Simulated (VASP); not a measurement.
Runs of VASP 6.6.1 on LiF. The structure is that of space group Fm-3m (No. 225), or close to it. The cells are those of the table. 

```csv
cell,gap on the mesh (eV)
"a = 2.919 Å, angles 60.0°, 2 atoms",8.46
"a = 2.777 Å, angles 60.0°, 2 atoms",9.80
"a = 2.813, b = 2.813, c = 2.848 Å, angles 59.6, 59.6, 60.8°, 2 atoms",9.30
"a = 2.849, b = 2.849, c = 2.777 Å, angles 60.8, 60.8, 58.3°, 2 atoms",(a)
"a = 2.884, b = 2.884, c = 2.848 Å, angles 60.4, 60.4, 59.2°, 2 atoms",8.83
"a = 2.955, b = 2.955, c = 2.991 Å, angles 59.6, 59.6, 60.8°, 2 atoms",(c)
"a = 2.742, b = 2.742, c = 2.777 Å, angles 59.6, 59.6, 60.9°, 2 atoms",(b)
"a = 2.886, b = 2.886, c = 2.777 Å, angles 61.2, 61.2, 57.5°, 2 atoms",9.00
```

Alike in all rows: task single point; level PBE; potentials or basis VASP PAW PBE potentials, release 64 (Li_sv, F); no spin polarisation; k mesh 10 × 10 × 10; cutoff (eV) 520; smearing gaussian 0.05 eV.

**Question.** Fill in the values left out.

**Answer.** (a) 9.25; (b) 10.03; (c) 8.06.

A k mesh can miss the band edges.
